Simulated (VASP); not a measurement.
# Ge (Fd-3m) in VASP: notebook

The runs below take Ge through relaxation of cell and atoms, with r2SCAN, r2SCAN+D4.

All numbers are computed with VASP 6.6.1; they aren't measurements. Logs are shortened: lines on timing, memory, paths and dates and some standing lists are left out, and cuts for length are marked.

## Step 1: The cell of the first run

The structure is cubic, space group Fd-3m (No. 227). The conventional cell has a = 5.658 Å, b = 5.658 Å, c = 5.658 Å, α = 90.00°, β = 90.00°, γ = 90.00°. Within 3.2 Å of Ge (site symmetry -43m) lie 4 Ge at 2.45 Å.

## Step 2: Relaxation of cell and atoms, r2SCAN

POSCAR

```
Ge
1.0
    4.0006830000      0.0000000000      0.0000000000
    2.0003415000      3.4646931105      0.0000000000
    2.0003415000      1.1548977035      3.2665439909
Ge
2
Direct
    0.0000000000      0.0000000000      0.0000000000
    0.2500000000      0.2500000000      0.2500000000
```

INCAR.step1

```
SYSTEM = Ge
  PREC = Accurate
  ENCUT = 550
  ISMEAR = 0
  SIGMA = 0.01
  LREAL = .False.
  LASPH = .True.
  NELM = 120
  GGA = PE
  ALGO = Normal
  EDIFF = 1E-5
  LWAVE = .True.
  LCHARG = .False.
  GGA_COMPAT = .False.
  IBRION = 2
  ISIF = 3
  EDIFFG = -0.005
  NELMIN = 4
  NSW = 100
```

INCAR.step2

```
SYSTEM = Ge
  PREC = Accurate
  ENCUT = 550
  EDIFF = 1E-7
  ISMEAR = 0
  SIGMA = 0.01
  LREAL = .False.
  LASPH = .True.
  NELM = 120
  ALGO = Normal
  ISIF = 3
  LWAVE = .False.
  LCHARG = .False.
  METAGGA = R2SCAN
  LMIXTAU = .True.
  IBRION = 2
  NSW = 80
  EDIFFG = -0.01
  ISTART = 1
  GGA_COMPAT = .False.
  NELMIN = 4
```

KPOINTS

```
Automatic mesh
0
Gamma
  6 6 6
  0 0 0
```

Potentials or basis: VASP PAW PBE potentials, release 64 (Ge_d).

The run is started by

```bash
cat potpaw_PBE.64/Ge_d/POTCAR > POTCAR
cp INCAR.step1 INCAR
mpirun -np 1 vasp_std > vasp.out
cp INCAR.step2 INCAR
mpirun -np 1 vasp_std > vasp.out
```

OUTCAR:

```text
SYSTEM = Ge
   PREC = Accurate
   ENCUT = 550
   EDIFF = 1E-7
   ISMEAR = 0
   LREAL = .False.
   LASPH = .True.
   NELM = 120
   ISIF = 3
   METAGGA = R2SCAN
   IBRION = 2
   NSW = 80
   EDIFFG = -0.01
   ISTART = 1
   NELMIN = 4

 ion  position               nearest neighbor table
   1  0.000  0.000  0.000-   2 2.45   2 2.45   2 2.45   2 2.45
   2  0.250  0.250  0.250-   1 2.45   1 2.45   1 2.45   1 2.45

  LATTYP: Found a face centered cubic cell.
 ALAT       =     5.6578201574

  Lattice vectors:

 A1 = (   4.0006830000,   0.0000000000,   0.0000000000)
 A2 = (   2.0003415000,   3.4646931105,   0.0000000000)
 A3 = (   2.0003415000,   1.1548977035,   3.2665439909)

Analysis of symmetry for initial positions (statically):
=====================================================================
 Subroutine PRICEL returns:
 Original cell was already a primitive cell.

 Routine SETGRP: Setting up the symmetry group for a
 face centered cubic supercell.

 Subroutine GETGRP returns: Found 48 space group operations
 (whereof 24 operations were pure point group operations)
 out of a pool of 48 trial point group operations.

The static configuration has the point symmetry T_d .
 The point group associated with its full space group is O_h .

Analysis of symmetry for dynamics (positions and initial velocities):
=====================================================================
 Subroutine PRICEL returns:
 Original cell was already a primitive cell.

 Routine SETGRP: Setting up the symmetry group for a
 face centered cubic supercell.

 Subroutine GETGRP returns: Found 48 space group operations
 (whereof 24 operations were pure point group operations)
 out of a pool of 48 trial point group operations.

The dynamic configuration has the point symmetry T_d .
 The point group associated with its full space group is O_h .

 Subroutine INISYM returns: Found 48 space group operations
 (whereof 24 operations are pure point group operations),
 and found     1 'primitive' translations

----------------------------------------------------------------------------------------

                                     Primitive cell

  volume of cell :      45.2780

  direct lattice vectors                    reciprocal lattice vectors
     4.000683000  0.000000000  0.000000000     0.249957320 -0.144312926 -0.102044648
     2.000341500  3.464693110  0.000000000     0.000000000  0.288625852 -0.102044648
     2.000341500  1.154897704  3.266543991     0.000000000  0.000000000  0.306133945

  length of vectors
     4.000683000  4.000683000  4.000683000     0.306133945  0.306133945  0.306133945

  position of ions in fractional coordinates (direct lattice)
     0.000000000  0.000000000  0.000000000
     0.250000000  0.250000000  0.250000000

  ion indices of the primitive-cell ions
   primitive index   ion index
                 1           1
                 2           2

----------------------------------------------------------------------------------------

 KPOINTS: Automatic mesh

Automatic generation of k-mesh.
 Grid dimensions read from file:
 generate k-points for:    6    6    6

 Generating k-lattice:

  Cartesian coordinates                     Fractional coordinates (reciprocal lattice)
     0.041659553 -0.024052154 -0.017007441     0.166666667  0.000000000  0.000000000
     0.000000000  0.048104309 -0.017007441     0.000000000  0.166666667  0.000000000
     0.000000000  0.000000000  0.051022324     0.000000000  0.000000000  0.166666667

  Length of vectors
     0.051022324  0.051022324  0.051022324

  Shift w.r.t. Gamma in fractional coordinates (k-lattice)
     0.000000000  0.000000000  0.000000000

 Subroutine IBZKPT returns following result:
 ===========================================

 Found     16 irreducible k-points:

 Following reciprocal coordinates:
            Coordinates               Weight
  0.000000  0.000000  0.000000      1.000000
  0.166667  0.000000  0.000000      8.000000
  0.333333  0.000000  0.000000      8.000000
  0.500000  0.000000  0.000000      4.000000
  0.166667  0.166667  0.000000      6.000000
  0.333333  0.166667  0.000000     24.000000
[... 8 lines left out ...]
 -0.333333  0.333333  0.166667     24.000000
 -0.333333  0.500000  0.166667     12.000000
   k-points           NKPTS =     16   k-points in BZ     NKDIM =     16   number of bands    NBANDS=     18
   number of dos      NEDOS =    301   number of ions     NIONS =      2
   total plane-waves  NPLWV =  32768
   dimension x,y,z NGX =    32 NGY =   32 NGZ =   32
   dimension x,y,z NGXF=    64 NGYF=   64 NGZF=   64
   ions per type =               2
   NGX,Y,Z   is equivalent  to a cutoff of  13.30, 13.30, 13.30 a.u.
   NGXF,Y,Z  is equivalent  to a cutoff of  26.59, 26.59, 26.59 a.u.
 SYSTEM =  Ge
   PREC   = accura    normal or accurate (medium, high low for compatibility)
   ISTART =      1    job   : 0-new  1-cont  2-samecut
   ICHARG =      0    charge: 1-file 2-atom 10-const
   ISPIN  =      1    spin polarized calculation?
   LNONCOLLINEAR =      F non collinear calculations
   LSORBIT =      F    spin-orbit coupling
   LASPH  =      T    aspherical Exc in radial PAW
   ENCUT  =  550.0 eV  40.42 Ry    6.36 a.u.   7.65  7.65  7.65*2*pi/ulx,y,z
   NELM   =    120;   NELMIN=  4; NELMDL=  0     # of ELM steps
   EDIFF  = 0.1E-06   stopping-criterion for ELM
   LREAL  =      F    real-space projection
   EDIFFG = -.1E-01   stopping-criterion for IOM
   NSW    =     80    number of steps for IOM
   IBRION =      2    ionic relax: 0-MD 1-quasi-New 2-CG
   NFREE  =      1    steps in history (QN), initial steepest desc. (CG)
   ISIF   =      3    stress and relaxation
   ISYM   =      2    0-nonsym 1-usesym 2-fastsym
   POTIM  = 0.5000    time-step for ionic-motion
   TEBEG  =    0.0;   TEEND  =   0.0 temperature during run
   PSTRESS=    0.0 pullay stress
   NELECT =      28.0000    total number of electrons
   NUPDOWN=      -1.0000    fix difference up-down
   EMIN   =  10.00;   EMAX   =-10.00  energy-range for DOS
   EFERMI =   0.00;   METHOD = LEGACY
   ISMEAR =     0;   SIGMA  =   0.01  broadening in eV -4-tet -1-fermi 0-gaus
   EFERMI_NEDOS =   21; number of points for ismear=-14 and -15
   IALGO  =     38    algorithm
   IMIX   =      4    mixing-type and parameters
     AMIX     =   0.40;   BMIX     =  1.00
     AMIX_MAG =   1.60;   BMIX_MAG =  1.00
  volume/ion in A,a.u.               =      22.64       152.78
  Fermi-wavevector in a.u.,A,eV,Ry     =   1.394756  2.635707 26.468032  1.945345
  Thomas-Fermi vector in A             =   2.518275
   LORBIT       =      0    0 simple, 1 ext, 2 COOP (PROOUT), +10 PAW based schemes
   METAGGA = R2SCAN    functional components
   LHFCALC =     F    Hartree Fock is set to
   AEXX    =    0.0000 exact exchange contribution
   IVDW    =     0    specifies the selected vdW correction
   LEPSILON=     F    determine dielectric tensor
   LRPA    =     F    only Hartree local field effects (RPA)
 conjugate gradient relaxation of ions
 non-spin polarized calculation
 Gauss-broadening in eV      SIGMA  =   0.01
  energy-cutoff  :      550.00
  volume of cell :       45.28
 maximum number of plane-waves:      1363
 NGX is ok and might be reduce to    32
   NGX = 15   NGY = 15   NGZ = 15

--------------------------------------- Ionic step        1  -------------------------------------------

 number of electron      28.0000013 magnetization

 Free energy of the ion-electron system (eV)
  ---------------------------------------------------
  ext. energy  EPLUGINS =         0.00000000
  ---------------------------------------------------
  free energy    TOTEN  =       -27.70499289 eV

  energy without entropy =      -27.70499289  energy(sigma->0) =      -27.70499289

------------------------ aborting loop because EDIFF is reached ----------------------------------------

  FORCE on cell =-STRESS in cart. coord.  units (eV):
  Direction    XX          YY          ZZ          XY          YZ          ZX
  --------------------------------------------------------------------------------------
  -------------------------------------------------------------------------------------
  Total        0.1851840      0.1851840      0.1851840      0.0000000      0.0000000      0.0000000
  in kB        6.5527967      6.5527967      6.5527967      0.0000000      0.0000000      0.0000000
  external PRESSURE =       6.5527967 kB  Pullay stress =       0.0000000 kB

 VOLUME and BASIS-vectors are now :
 -----------------------------------------------------------------------------
  energy-cutoff  :      550.00
  volume of cell :       45.28
      direct lattice vectors                 reciprocal lattice vectors
     4.000683000  0.000000000  0.000000000     0.249957320 -0.144312926 -0.102044648
     2.000341500  3.464693110  0.000000000     0.000000000  0.288625852 -0.102044648
     2.000341500  1.154897704  3.266543991     0.000000000  0.000000000  0.306133945
[... 37 lines left out ...]
 POSITION                                       TOTAL-FORCE (eV/Angst)
 -----------------------------------------------------------------------------------
      4.01855      0.00000      0.00000        -0.000000      0.000000     -0.000000
      2.00928      1.16006      0.82028         0.000000     -0.000000      0.000000
 -----------------------------------------------------------------------------------
    total drift:                               -0.000000     -0.000000     -0.000000

  FREE ENERGIE OF THE ION-ELECTRON SYSTEM (eV)
  ---------------------------------------------------
  free  energy   TOTEN  =       -27.7055666495 eV

  energy  without entropy=      -27.7055666495  energy(sigma->0) =      -27.70556665

--------------------------------------- Ionic step        3  -------------------------------------------

 number of electron      28.0000019 magnetization

 Free energy of the ion-electron system (eV)
  ---------------------------------------------------
  ext. energy  EPLUGINS =         0.00000000
  ---------------------------------------------------
  free energy    TOTEN  =       -27.70578906 eV

  energy without entropy =      -27.70578906  energy(sigma->0) =      -27.70578906

 E-fermi :   4.8281     XC(G=0): -10.7693

 val. band max:        4.7232509081   @ k =   0.0000   0.0000   0.0000
 cond. band min:       5.0456457501   @ k =   0.0000   0.0000   0.0000
 fundamental gap:      0.3223948420
 Fermi energy:         4.8280652508

 k-point     1 :       0.0000    0.0000    0.0000
  band No.  band energies     occupation
      1     -20.7580      2.00000
      2     -20.7580      2.00000
      3     -20.7580      2.00000
      4     -20.7194      2.00000
      5     -20.7194      2.00000
      6     -20.5066      2.00000
[... 10 lines left out ...]
     17       7.4317      0.00000
     18       7.4317      0.00000
[... 335 lines left out ...]
 POSITION                                       TOTAL-FORCE (eV/Angst)
 -----------------------------------------------------------------------------------
      0.00000      0.00000      0.00000         0.000000      0.000000     -0.000000
      2.00614      1.15824      0.81900        -0.000000     -0.000000      0.000000
 -----------------------------------------------------------------------------------
    total drift:                                0.000000     -0.000000     -0.000000

  FREE ENERGIE OF THE ION-ELECTRON SYSTEM (eV)
  ---------------------------------------------------
  free  energy   TOTEN  =       -27.7057890596 eV

  energy  without entropy=      -27.7057890596  energy(sigma->0) =      -27.70578906

 reached required accuracy - stopping structural energy minimisation
```

Run time: 1.9 min. Hardware: 1 thread of Intel Xeon 6975P-C (Granite Rapids), shared host; peak memory 0.19 GiB.

Results:

* Free energy: -27.7058 eV
* Relaxed volume: 22.84 Å³/atom
* Relaxed cell: a = 4.012 Å, b = 4.012 Å, c = 4.012 Å, α = 60.00°, β = 60.00°, γ = 60.00°
* Space group after relaxing (to 0.1 Å): Fd-3m (No. 227)
* Energy gained by relaxing: 0.4 meV/atom
* Ionic steps: 3
* Pressure after relaxing: 0.0 GPa
* Band gap on the k mesh: 0.32 eV

The path:
```csv
step,energy change (eV),largest force (eV/Å),pressure (GPa),volume (Å³)
1,0.0000,0.0000,0.66,45.28
2,-0.0006,0.0000,-0.30,45.89
3,-0.0008,0.0000,0.00,45.67
```

Final structure:
```cif
data_structure
_symmetry_space_group_name_H-M 'P 1'
_symmetry_Int_Tables_number 1
_cell_length_a 4.0123
_cell_length_b 4.0123
_cell_length_c 4.0123
_cell_angle_alpha 60.000
_cell_angle_beta 60.000
_cell_angle_gamma 60.000
_cell_volume 45.67
loop_
_atom_site_label
_atom_site_type_symbol
_atom_site_fract_x
_atom_site_fract_y
_atom_site_fract_z
_atom_site_occupancy
Ge1 Ge 0.00000 0.00000 0.00000 1
Ge2 Ge 0.25000 0.25000 0.25000 1
```

Levels at points of the mesh, in eV from the valence-band top:
```csv
k point,band 10,band 11,band 12,band 13,band 14,band 15,band 16,band 17,band 18
"(0.00, 0.00, 0.00)",-25.21,-13.24,0.00,0.00,0.00,0.32,2.71,2.71,2.71
"(0.50, 0.00, 0.00)",-25.19,-11.06,-7.83,-1.47,-1.47,0.41,3.99,3.99,7.64
"(0.50, 0.50, 0.00)",-25.17,-9.18,-9.18,-3.20,-3.20,0.98,0.98,10.03,10.03
```

Caveat: the PAW data sets were made with another functional, which shifts forces and pressure a little.

## Step 3: Relaxation of cell and atoms, r2SCAN+D4

POSCAR is that of step 2.

INCAR.step1

```
SYSTEM = Ge
PREC = Accurate
ENCUT = 550
ISMEAR = 0
SIGMA = 0.01
LREAL = .FALSE.
LASPH = .TRUE.
NELM = 120
GGA = PE
ALGO = Normal
EDIFF = 1E-5
LWAVE = .TRUE.
LCHARG = .FALSE.
GGA_COMPAT = .FALSE.
IBRION = 2
ISIF = 3
EDIFFG = -0.005
NELMIN = 4
NSW = 100
```

INCAR.step2

```
SYSTEM = Ge
PREC = Accurate
ENCUT = 550
EDIFF = 1E-7
ISMEAR = 0
SIGMA = 0.01
LREAL = .FALSE.
LASPH = .TRUE.
NELM = 120
ALGO = Normal
ISIF = 3
LWAVE = .FALSE.
LCHARG = .FALSE.
METAGGA = R2SCAN
LMIXTAU = .TRUE.
IVDW = 13
VDW_S6 = 1.0
VDW_S8 = 0.6018749
VDW_A1 = 0.51559235
VDW_A2 = 5.77342911
IBRION = 2
NSW = 80
EDIFFG = -0.01
ISTART = 1
GGA_COMPAT = .FALSE.
NELMIN = 4
```

KPOINTS

```
Automatic mesh
0
G
  6 6 6
  0 0 0
```

Potentials or basis: VASP PAW PBE potentials, release 64 (Ge_d).

The run is started by

```bash
cat potpaw_PBE.64/Ge_d/POTCAR > POTCAR
cp INCAR.step1 INCAR
mpirun -np 1 vasp_std > vasp.out
cp INCAR.step2 INCAR
mpirun -np 1 vasp_std > vasp.out
```

Wall time 62 s (1 thread of Intel Xeon 6975P-C (Granite Rapids), shared host); peak memory 0.18 GiB.

Results (log left out):

```yaml
Free_energy: -27.9290 eV
Pressure_after_relaxing: -0.1 GPa
Band_gap_on_the_k_mesh: 0.41 eV
Dispersion_energy_per_atom: -0.112 eV
```

Final structure:
```
Ge
1.0
     4.00068    0.00000    0.00000
     2.00034    3.46469    0.00000
     2.00034    1.15490    3.26654
Ge
2
Cartesian
  0.0000 0.0000 0.0000
  2.0003 1.1549 0.8166
```

Levels at points of the mesh, in eV from the valence-band top:
| k point | band 11 | band 12 | band 13 | band 14 | band 15 | band 16 | band 17 | band 18 |
| --- | --- | --- | --- | --- | --- | --- | --- | --- |
| (0.00, 0.00, 0.00) | -13.30 | 0.00 | 0.00 | 0.00 | 0.41 | 2.71 | 2.71 | 2.71 |
| (0.50, 0.00, 0.00) | -11.11 | -7.87 | -1.48 | -1.48 | 0.44 | 4.00 | 4.00 | 7.65 |
| (0.50, 0.50, 0.00) | -9.22 | -9.22 | -3.23 | -3.23 | 0.97 | 0.97 | 10.11 | 10.11 |

Caveat: the relaxation stopped at its first step, so nothing moved; the PAW data sets were made with another functional, which shifts forces and pressure a little. A k mesh can miss the band edges.
